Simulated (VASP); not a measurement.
Input of a VASP 6.6.1 run:

File INCAR:

```
ALGO = Normal ; EDIFF = 1E-6
ENCUT = 520 ; GGA = PS
ISIF = 2 ; ISMEAR = 0
LASPH = T ; LCHARG = F
LREAL = F ; LWAVE = F
NBANDS = 20 ; NELM = 80
PREC = Accurate ; SIGMA = 0.02
```

The input KPOINTS:

```
k-points
0
Gamma
  12 12 6
```

POSCAR

```
SnSe2
1.0
    3.8190680189      0.0000000000      0.0000000000
   -1.9095340094      3.3074099231      0.0000000000
    0.0000000000      0.0000000000      6.1487672637
Sn Se
1 2
Direct
    0.0000000000      0.0000000000      0.0000000000
    0.3333333333      0.6666666667      0.2580319695
    0.6666666667      0.3333333333      0.7419680305
```

Potentials or basis: VASP PAW PBE potentials, release 64 (Sn_d, Se).

The run is started by

```bash
$ cat potpaw_PBE.64/Sn_d/POTCAR potpaw_PBE.64/Se/POTCAR > POTCAR
$ mpirun -np 1 vasp_std > vasp.out
```

Task: Predict the pressure.

Result: 0.1 GPa.

Task: Predict the band gap on the k mesh.

Result: 0.48 eV, indirect (least direct gap 0.97 eV).

Forces in eV/Å, atoms in the order of the input:
```
Sn   0.000  0.000  0.000
Se   0.000  0.000  0.015
Se   0.000  0.000 -0.015
```

Caveat: the PAW data sets were made with another functional, which shifts forces and pressure a little; spin-orbit coupling is left out, which moves the levels of the heavy elements; this functional lacks dispersion, which binds the layers, so the pressure and a relaxed spacing across them are unreliable. A k mesh can miss the band edges.
